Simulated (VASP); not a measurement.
# Zr8O15 (a cell with a defect) in VASP: electric field gradients with PBE

Aim: the electric field gradients of Zr8O15 (a cell with a defect) with PBE.

All numbers are computed with VASP 6.6.1; they aren't measurements. Logs are shortened: lines on timing, memory, paths and dates and some standing lists are left out, and cuts for length are marked.

**1. The cell of the first run**

The cell holds a defect, 23 atoms: a = 7.443 Å, b = 6.791 Å, c = 7.319 Å, α = 63.54°, β = 65.38°, γ = 61.69°.

**2. Electric field gradients, PBE, collinear spin (atoms taken out)**

INCAR reads:

```
SYSTEM = Zr8O15
PREC = Accurate ; ENCUT = 520
EDIFF = 1E-8 ; ISMEAR = -1
SIGMA = 0.01 ; LREAL = .FALSE.
LASPH = .TRUE. ; NELM = 200
ALGO = Normal ; ISIF = 2
LWAVE = .FALSE. ; LCHARG = .FALSE.
ISPIN = 2 ; MAGMOM = 0.5 0 0 0.5 0 0 0.5 0 0 0 0 0 0 0 0 0 0 0 0 0 0 0 0
LORBIT = 11 ; LMAXMIX = 4
GGA = PE ; LEFG = .TRUE.
NELECT = 185.0 ; NBANDS = 114
GGA_COMPAT = .FALSE. ; KPAR = 4
```

KPOINTS reads:

```
Automatic mesh
0
G
  3 3 3
  0 0 0
```

POSCAR reads:

```
Zr8O15
1.0
   -0.8477618041      5.2023000000      5.2551587544
    4.3009381959      0.0000000000      5.2551587544
    5.1487000000      5.2023000000      0.0000000000
Zr O
8 15
Direct
    0.9862500000      0.2227500000      0.0534500000
    0.4862500000      0.7227500000      0.5534500000
    0.0534500000      0.2375500000      0.4862500000
    0.5534500000      0.7375500000      0.9862500000
    0.5137500000      0.2772500000      0.4465500000
    0.0137500000      0.7772500000      0.9465500000
    0.4465500000      0.2624500000      0.0137500000
    0.9465500000      0.7624500000      0.5137500000
    0.3930500000      0.0861500000      0.3628500000
    0.8930500000      0.5861500000      0.8628500000
    0.8628500000      0.1579500000      0.3930500000
    0.3628500000      0.6579500000      0.8930500000
    0.1069500000      0.4138500000      0.1371500000
    0.6069500000      0.9138500000      0.6371500000
    0.6371500000      0.3420500000      0.1069500000
    0.1371500000      0.8420500000      0.6069500000
    0.8042000000      0.5421000000      0.5273000000
    0.0273000000      0.1264000000      0.8042000000
    0.5273000000      0.6264000000      0.3042000000
    0.1958000000      0.4579000000      0.4727000000
    0.6958000000      0.9579000000      0.9727000000
    0.4727000000      0.3736000000      0.6958000000
    0.9727000000      0.8736000000      0.1958000000
```

Potentials or basis: VASP PAW PBE potentials, release 64 (Zr_sv, O).

The run is started by

```bash
$ cat potpaw_PBE.64/Zr_sv/POTCAR potpaw_PBE.64/O/POTCAR > POTCAR
$ mpirun -np 4 vasp_std > vasp.out
```

OUTCAR:

```text
SYSTEM = Zr8O15
   PREC = Accurate
   ENCUT = 520
   EDIFF = 1E-8
   ISMEAR = -1
   LREAL = .FALSE.
   LASPH = .TRUE.
   NELM = 200
   ISIF = 2
   ISPIN = 2
   LORBIT = 11
   GGA = PE
   NELECT = 185.0

 ion  position               nearest neighbor table
   1  0.986  0.223  0.053-  18 2.06  10 2.15  23 2.16  11 2.17  15 2.24  13 2.27   6 3.35   8 3.45
                             7 3.45   3 3.46   4 3.46   5 3.47   6 3.58
   2  0.486  0.723  0.553-  17 2.05  19 2.06   9 2.15  22 2.16  12 2.17  16 2.24  14 2.27   5 3.35
                             7 3.45   8 3.45   3 3.46   4 3.46   6 3.47   5 3.58
   3  0.053  0.238  0.486-  18 2.05  17 2.06  11 2.15  20 2.16   9 2.17  13 2.24  16 2.27   8 3.35
                             6 3.45   5 3.45   1 3.46   2 3.46   7 3.47   8 3.58
   4  0.553  0.738  0.986-  19 2.05  12 2.15  21 2.16  10 2.17  14 2.24  15 2.27   7 3.35   5 3.45
                             6 3.45   2 3.46   1 3.46   8 3.47   7 3.58
   5  0.514  0.277  0.447-  20 2.05  22 2.06  14 2.15  19 2.16  15 2.17  11 2.24   9 2.27   2 3.35
                             4 3.45   3 3.45   7 3.46   8 3.46   1 3.47   2 3.58
   6  0.014  0.777  0.947-  21 2.05  23 2.06  13 2.15  18 2.16  16 2.17  12 2.24  10 2.27   1 3.35
                             3 3.45   4 3.45   8 3.46   7 3.46   2 3.47   1 3.58
   7  0.447  0.262  0.014-  22 2.05  21 2.06  15 2.15  13 2.17   9 2.24  12 2.27   4 3.35   2 3.45
                             1 3.45   5 3.46   6 3.46   3 3.47   4 3.58
   8  0.947  0.762  0.514-  23 2.05  20 2.06  16 2.15  17 2.16  14 2.17  10 2.24  11 2.27   3 3.35
                             1 3.45   2 3.45   5 3.46   6 3.46   4 3.47   3 3.58
   9  0.393  0.086  0.363-   2 2.15   3 2.17   7 2.24   5 2.27
  10  0.893  0.586  0.863-   1 2.15   4 2.17   8 2.24   6 2.27
  11  0.863  0.158  0.393-   3 2.15   1 2.17   5 2.24   8 2.27
  12  0.363  0.658  0.893-   4 2.15   2 2.17   6 2.24   7 2.27
  13  0.107  0.414  0.137-   6 2.15   7 2.17   3 2.24   1 2.27
  14  0.607  0.914  0.637-   5 2.15   8 2.17   4 2.24   2 2.27
  15  0.637  0.342  0.107-   7 2.15   5 2.17   1 2.24   4 2.27
  16  0.137  0.842  0.607-   8 2.15   6 2.17   2 2.24   3 2.27
  17  0.804  0.542  0.527-   2 2.05   3 2.06   8 2.16
  18  0.027  0.126  0.804-   3 2.05   1 2.06   6 2.16
  19  0.527  0.626  0.304-   4 2.05   2 2.06   5 2.16
  20  0.196  0.458  0.473-   5 2.05   8 2.06   3 2.16
  21  0.696  0.958  0.973-   6 2.05   7 2.06   4 2.16
  22  0.473  0.374  0.696-   7 2.05   5 2.06   2 2.16
  23  0.973  0.874  0.196-   8 2.05   6 2.06   1 2.16

  LATTYP: Found a base centered monoclinic cell.
 ALAT       =    10.2974000000
 B/A-ratio  =     1.0104103949
 C/A-ratio  =     0.6594659959
 COS(beta)  =    -0.6333491788

  Lattice vectors:

 A1 = (  -5.1487000000,   5.2023000000,   0.0000000000)
 A2 = (  -5.1487000000,  -5.2023000000,   0.0000000000)
 A3 = (   4.3009381959,   0.0000000000,   5.2551587544)

[... 3250 lines left out ...]
      3.47993      2.80768      1.52925         0.190858      0.069702     -0.066855
      7.78087      8.00998      6.78441        -1.367349      0.912386     -0.188025
      3.05605      4.99577      4.15683         0.003289     -0.172783     -0.315582
      8.20475      4.99577      4.15683        -0.349919     -0.254101      0.051312
[... 15 lines left out ...]
      4.78856      6.07889      4.44744         0.202448      0.352545     -0.827400
      3.94080      6.07889      9.70260        -0.162187      0.064827      0.826575
 -----------------------------------------------------------------------------------
    total drift:                                0.000092     -0.000035      0.000045

  FREE ENERGIE OF THE ION-ELECTRON SYSTEM (eV)
  ---------------------------------------------------
  free  energy   TOTEN  =      -227.3867558252 eV

  energy  without entropy=     -227.3867558252  energy(sigma->0) =     -227.38675583

 Electric field gradients (V/A^2)
---------------------------------------------------------------------
 ion       V_xx      V_yy      V_zz      V_xy      V_xz      V_yz
---------------------------------------------------------------------
   1      -9.840    22.915   -13.075  -102.081   -87.382    47.265
   2      -6.383   -30.927    37.310     5.318   -25.235    -1.862
   3      -7.950   -27.368    35.317     1.551   -33.767    -5.169
   4      78.241   -35.527   -42.713  -120.723   -18.295   -15.680
   5      -6.309   -31.674    37.983     6.740   -28.366     1.997
   6     -11.985   -25.595    37.580    -2.550   -29.589     1.539
[... 15 lines left out ...]
  22      -9.909    -6.804    16.713     6.060    -3.949    -2.917
  23      -8.415     3.396     5.018    -1.559    -7.998     4.722
---------------------------------------------------------------------

 Electric field gradients after diagonalization (V/A^2)
 (convention: |V_zz| > |V_xx| > |V_yy|)
----------------------------------------------------------------------
 ion       V_xx      V_yy      V_zz     asymmetry (V_yy - V_xx)/ V_zz
----------------------------------------------------------------------
   1    -116.470   -44.296   160.767       0.449
   2     -32.265   -16.767    49.032       0.316
   3     -28.355   -25.773    54.128       0.048
   4    -119.066   -35.998   155.064       0.536
   5     -34.940   -16.900    51.840       0.348
   6     -27.397   -24.076    51.473       0.065
[... 15 lines left out ...]
  22     -14.672    -3.213    17.885       0.641
  23      11.691     0.474   -12.166       0.922
----------------------------------------------------------------------

           NMR quadrupolar parameters

 Cq : quadrupolar parameter    Cq=e*Q*V_zz/h
 eta: asymmetry parameters     (V_yy - V_xx)/ V_zz
 Q  : nuclear electric quadrupole moment in mb (millibarn)
----------------------------------------------------------------------
 ion       Cq(MHz)       eta       Q (mb)
----------------------------------------------------------------------
   1       0.389       0.449       1.000
   2       0.119       0.316       1.000
   3       0.131       0.048       1.000
   4       0.375       0.536       1.000
   5       0.125       0.348       1.000
   6       0.124       0.065       1.000
[... 15 lines left out ...]
  22       0.043       0.641       1.000
  23      -0.029       0.922       1.000
----------------------------------------------------------------------

 total charge

# of ion       s       p       d       tot
------------------------------------------
    1        2.170   6.035   1.345   9.551
    2        2.179   6.060   1.367   9.605
    3        2.179   6.060   1.371   9.610
    4        2.170   6.036   1.354   9.560
    5        2.179   6.059   1.370   9.608
    6        2.178   6.059   1.367   9.603
[... 15 lines left out ...]
   22        1.567   3.518   0.000   5.085
   23        1.568   3.517   0.000   5.085
--------------------------------------------------
tot         40.865 101.160  10.930 152.955

 magnetization (x)

# of ion       s       p       d       tot
------------------------------------------
    1        0.011   0.010   0.090   0.111
    2        0.000   0.000   0.002   0.003
    3       -0.000   0.000   0.001   0.001
    4        0.010   0.010   0.109   0.130
    5        0.000   0.000   0.002   0.002
    6        0.001   0.000   0.005   0.006
[... 15 lines left out ...]
   22        0.000   0.005   0.000   0.005
   23        0.000   0.009   0.000   0.009
--------------------------------------------------
tot          0.036   0.104   0.314   0.454
```

OSZICAR:

```text
N       E                     dE             d eps       ncg     rms          rms(c)
DAV:   1     0.190122334864E+04    0.19012E+04   -0.10279E+05  6384   0.165E+03
DAV:   2    -0.885397572469E+02   -0.19898E+04   -0.19225E+04  7520   0.475E+02
DAV:   3    -0.258619215523E+03   -0.17008E+03   -0.16904E+03  7920   0.132E+02
[... 13 lines left out ...]
DAV:  17    -0.227386755765E+03   -0.25958E-06   -0.77908E-07  8912   0.291E-03    0.140E-03
DAV:  18    -0.227386755724E+03    0.41375E-07   -0.12751E-07  7208   0.130E-03    0.617E-04
DAV:  19    -0.227386755749E+03   -0.24931E-07   -0.40670E-08  6056   0.761E-04    0.317E-04
DAV:  20    -0.227386755783E+03   -0.34965E-07   -0.59715E-09  4248   0.311E-04    0.202E-04
DAV:  21    -0.227386755818E+03   -0.34608E-07   -0.25946E-09  4032   0.176E-04    0.997E-05
DAV:  22    -0.227386755825E+03   -0.71232E-08   -0.77440E-10  4032   0.112E-04
   1 F= -.22738676E+03 E0= -.22738676E+03  d E =-.234593E-16  mag=     1.0000
```

It took 7 min on 4 MPI ranks of Intel Xeon Platinum 8488C (Sapphire Rapids), shared host; peak memory 0.9 GiB.

Results:

- Free energy: -227.3868 eV
- Largest force: 1.803 eV/Å
- Net moment: 1.00 μB per cell
- Site moments: Zr +0.11, +0.00, +0.13, +0.01, +0.12 (each value once); O +0.01, +0.00, +0.03 (each value once) μB
- Largest electric field gradient by atom: Zr +160.8, +49.0, +54.1, +155.1, +51.8, +51.5, +125.8, +53.1; O +12.1, +15.5, +13.9, +11.8, +22.1, +14.8, +19.8, +10.9, +7.6, -10.2, +10.8, +7.8, +23.6, +17.9, -12.2 V/Å²
- Valence electrons inside the program's atomic spheres: Zr 9.55, 9.61, 9.56, 9.60 (each value once); O 5.08, 5.07, 5.09 (each value once)

Forces on the atoms (eV/Å):
```
Zr   0.752 -1.092 -0.692
Zr   0.100  0.145  0.279
Zr   0.191  0.070 -0.067
Zr  -1.367  0.912 -0.188
Zr   0.003 -0.173 -0.316
Zr  -0.350 -0.254  0.051
Zr   0.620  0.618  1.576
Zr   0.009  0.149 -0.074
O   -0.336 -0.187 -0.011
O    0.311  0.136 -0.497
O   -0.307 -0.076  0.257
O    0.428  0.363  0.161
O   -1.381  0.085 -0.498
O    0.479  0.013 -0.193
O   -0.325 -0.129  0.325
O    0.083 -0.040 -0.072
O   -0.055 -0.061 -0.093
O    0.559  0.807  0.259
O   -0.105 -0.817  0.396
O    0.005  0.037  0.100
O    0.645 -0.924 -0.702
O    0.202  0.353 -0.827
O   -0.162  0.065  0.827
```

Electric field gradients, principal values (V/Å²):
```
atom    least    middle  greatest (by size)
1 Zr  -44.296  -116.470             160.767
2 Zr  -16.767   -32.265              49.032
3 Zr  -25.773   -28.355              54.128
4 Zr  -35.998  -119.066             155.064
5 Zr  -16.900   -34.940              51.840
6 Zr  -24.076   -27.397              51.473
7 Zr  -44.075   -81.741             125.816
8 Zr  -23.409   -29.694              53.103
 9 O   -5.530    -6.559              12.090
10 O   -3.672   -11.836              15.508
11 O   -2.097   -11.840              13.937
12 O   -2.236    -9.559              11.795
13 O   -4.205   -17.910              22.115
14 O   -2.334   -12.471              14.804
15 O   -4.986   -14.844              19.830
16 O   -2.164    -8.688              10.851
17 O   -1.907    -5.721               7.628
18 O    0.107    10.123             -10.230
19 O   -1.335    -9.449              10.784
20 O   -1.736    -6.088               7.825
21 O   -6.330   -17.290              23.621
22 O   -3.213   -14.672              17.885
23 O    0.474    11.691             -12.166
```

Caveat: the cell carries a net charge on a neutralising background, which shifts energy and pressure; the cell differs from its parent crystal (atoms taken out); without QUAD_EFG the Cq values of the log hold for a quadrupole moment of 1 mb, not for the nuclei.
